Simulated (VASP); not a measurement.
Runs of VASP 6.6.1 on MgO. The structure is that of space group Cmcm (No. 63), or close to it. The cells are those of the table. 

```csv
cell,gap on the mesh (eV),pressure (GPa),largest force (eV/Å)
"a = 3.535, b = 3.535, c = 4.097 Å, angles 90.0, 90.0, 120.0°, 4 atoms",3.28,0.2,0.50
"a = 3.576, b = 3.576, c = 3.999 Å, angles 90.0, 90.0, 120.0°, 4 atoms",3.32,1.7,0.60
"a = 3.413, b = 3.413, c = 4.391 Å, angles 90.0, 90.0, 120.0°, 4 atoms",3.14,(a),0.65
"a = 3.454, b = 3.454, c = 4.292 Å, angles 90.0, 90.0, 120.0°, 4 atoms",3.14,0.0,1.03
"a = 3.495, b = 3.495, c = 4.195 Å, angles 90.0, 90.0, 120.0°, 4 atoms",(b),(c),0.82
"a = 3.617, b = 3.617, c = 3.901 Å, angles 90.0, 90.0, 120.0°, 4 atoms",3.37,4.0,0.60
```

Alike in all rows: task single point; level PBEsol; potentials or basis VASP PAW PBE potentials, release 64 (Mg, O); no spin polarisation; k mesh 9 × 9 × 6; cutoff (eV) 520; smearing gaussian 0.05 eV.

Task: Estimate the missing entries.

Result: (a) 0.8; (b) 3.21; (c) -0.3.

Caveats: the PAW data sets were made with another functional, which shifts forces and pressure a little.

